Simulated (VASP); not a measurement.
Crystal: CdSe.

```
Cd Se
1.0
     4.30000    0.00000    0.00000
    -2.15000    3.72391    0.00000
     0.00000    0.00000    7.01100
Cd Se
2 2
Direct
  0.33333 0.66667 0.00000
  0.66667 0.33333 0.50000
  0.33333 0.66667 0.37600
  0.66667 0.33333 0.87600
```

- Program: VASP 6.6.1
- Task: relaxation of cell and atoms
- Functional: r2SCAN
- Potentials or basis: VASP PAW PBE potentials, release 64 (Cd, Se)
- Cutoff: 600 eV
- k mesh: 9 × 9 × 6
- Occupations: gaussian, width 0.02 eV
- Spin: no spin polarisation

At the start: pressure 1.8 GPa; volume 28.07 Å³/atom.

Q: Where does the relaxation end?

A: Over 5 steps the energy falls by 4.8 meV/atom and the volume is 28.97 Å³/atom (+3.2 %); space group P6_3mc (No. 186, to 0.1 Å) before and after.

The path:
```
step  energy change (eV)  largest force (eV/Å)  pressure (GPa)  volume (Å³)
   1              0.0000                0.0050            1.76       112.27
   2             -0.0164                0.0009           -0.63       117.36
   3             -0.0194                0.0004            0.01       115.89
   4             -0.0193                0.0003           -0.03       115.96
   5             -0.0194                0.0009            0.01       115.88
```

Final structure:
```xyz
4
Lattice="4.3455 0.0000 0.0000 -2.1727 3.7633 0.0000 0.0000 0.0000 7.0863" Properties=species:S:1:pos:R:3 pbc="T T T"
Cd    0.0000    2.5089    0.0002
Cd    2.1727    1.2544    3.5434
Se    0.0000    2.5089    2.6643
Se    2.1727    1.2544    6.2074
```

Caveat: the PAW data sets were made with another functional, which shifts forces and pressure a little.
